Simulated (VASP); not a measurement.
Si13C3:

```
C Si
1.0
    -5.01671    5.01671    0.00000
    -5.01671    0.00000    5.01671
     0.00000    5.01671    5.01671
C Si
3 13
Cartesian
  -8.7915 6.2706 6.2737
  -6.2686 3.7273 6.2729
  -8.7696 8.7959 8.7859
  -5.0209 0.0100 5.0133
  -7.5452 7.5482 10.0044
  -7.5298 10.0253 7.5278
  -0.0276 2.5224 2.5092
  -5.0279 2.5353 2.5206
  -7.4928 5.0251 7.5216
  -2.5110 2.5239 5.0347
  -5.0286 5.0069 5.0011
  -6.2460 6.2744 3.7494
  -3.7364 3.7795 3.7821
  -6.2665 6.2952 8.7648
  -6.2884 8.7637 6.2869
  -3.7381 6.2862 6.2862
```

```yaml
Program: VASP 6.6.1
Task: relaxation of cell and atoms
Functional: PBE
Potentials_or_basis: VASP PAW PBE potentials, release 64 (C, Si)
Cutoff: 600 eV
k_mesh: 2 × 2 × 2, shifted
Occupations: gaussian, width 0.1 eV
Spin: no spin polarisation
```

At the start: pressure 11.2 GPa; volume 15.78 Å³/atom.

Where does the relaxation end?

Over 12 steps the energy falls by 256.4 meV/atom and the volume is 16.35 Å³/atom (+3.6 %); space group R3m (No. 160, to 0.05 Å).

Step by step:
| step | energy change (eV) | largest force (eV/Å) | pressure (GPa) | volume (Å³) |
| --- | --- | --- | --- | --- |
| 1 | 0.0000 | 5.0136 | 11.15 | 252.52 |
| 2 | -2.6988 | 1.1881 | -9.81 | 294.82 |
| 3 | -3.2331 | 1.4412 | -5.61 | 281.05 |
| 4 | -3.9934 | 0.6109 | -0.75 | 265.03 |
| 5 | -4.0023 | 0.6920 | -0.05 | 263.22 |
| 6 | -4.0843 | 0.3278 | 0.22 | 261.46 |
| 7 | -4.0849 | 0.3475 | 0.25 | 261.30 |
| 8 | -4.0990 | 0.1948 | -0.15 | 261.80 |
| 9 | -4.0997 | 0.1142 | -0.08 | 261.71 |
| 10 | -4.1023 | 0.0672 | 0.01 | 261.49 |
| 11 | -4.1024 | 0.0586 | 0.04 | 261.42 |
| 12 | -4.1031 | 0.0330 | 0.00 | 261.52 |

Final structure:
```
C Si
1.0
    -5.03532    5.03800    0.00146
    -5.11225   -0.07541    5.11508
     0.00069    5.04014    5.04034
C Si
3 13
Direct
  0.87143 0.87246 0.37100
  0.38626 0.87177 0.37078
  0.87266 0.87198 0.88587
  0.97583 0.97466 0.02555
  0.52720 0.97379 0.02504
  0.98510 0.54465 0.98688
  0.01272 0.96527 0.51130
  0.49871 0.50108 0.00271
  0.52588 0.97272 0.47568
  0.98360 0.54521 0.48499
  0.48585 0.54434 0.48566
  0.87604 0.37119 0.37674
  0.37325 0.36691 0.38593
  0.37556 0.87604 0.87502
  0.88240 0.36945 0.87476
  0.37516 0.36843 0.87553
```

Caveat: the k points lie up to 0.54 Å⁻¹ apart in the final cell.
